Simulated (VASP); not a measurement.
Fe: single point with PBEsol

Crystal: Fe.

```xyz
1
Lattice="-1.4296 1.4296 1.4296 1.4296 -1.4296 1.4296 1.4296 1.4296 -1.4296" Properties=species:S:1:pos:R:3 pbc="T T T"
Fe    0.0000    0.0000    0.0000
```

```
Program                : VASP 6.6.1
Task                   : single point
Functional             : PBEsol
Potentials or basis    : VASP PAW PBE potentials, release 64 (Fe)
Cutoff                 : 600 eV
k mesh                 : 8 × 8 × 8
Occupations            : gaussian, width 0.1 eV
Spin                   : collinear spin, ferromagnetic start
Starting moments       : [3.0] μB
Dipole correction      : no
Further INCAR settings : ALGO = Normal; EDIFF = 1e-06; NBANDS = 14
```

```
Pressure                                              : -11.4 GPa
Net moment                                            : 2.35 μB per cell
Site moments                                          : Fe +2.35 μB
Valence electrons inside the program's atomic spheres : Fe 7.21
```

Levels at points of the mesh, in eV from the Fermi level:
Spin up:
| k point | band 1 | band 2 | band 3 | band 4 | band 5 | band 6 | band 7 | band 8 | band 9 | band 10 |
| --- | --- | --- | --- | --- | --- | --- | --- | --- | --- | --- |
| (0.00, 0.00, 0.00) | -8.34 | -2.30 | -2.30 | -2.30 | -1.04 | -1.04 | 24.67 | 24.67 | 24.67 | 29.61 |
| (0.50, 0.00, 0.00) | -4.81 | -3.34 | -1.01 | -0.87 | 0.29 | 0.46 | 7.06 | 18.07 | 19.69 | 22.99 |
| (0.50, 0.50, 0.50) | -4.67 | -4.67 | 0.03 | 0.03 | 0.03 | 9.65 | 9.65 | 9.65 | 15.34 | 15.34 |
Spin down:
| k point | band 1 | band 2 | band 3 | band 4 | band 5 | band 6 | band 7 | band 8 |
| --- | --- | --- | --- | --- | --- | --- | --- | --- |
| (0.00, 0.00, 0.00) | -8.08 | -0.17 | -0.17 | -0.17 | 1.69 | 1.69 | 24.55 | 24.55 |
| (0.50, 0.00, 0.00) | -3.42 | -1.42 | 0.66 | 1.59 | 1.94 | 2.75 | 8.56 | 18.19 |
| (0.50, 0.50, 0.50) | -2.84 | -2.84 | 2.46 | 2.46 | 2.46 | 10.03 | 10.03 | 10.03 |

Wall time 16 s on 1 thread of Intel Xeon 8259CL, with other jobs on the host, peak memory 0.14 GiB.

Caveat: the k points lie up to 0.39 Å⁻¹ apart; the PAW data sets were made with another functional, which shifts forces and pressure a little.
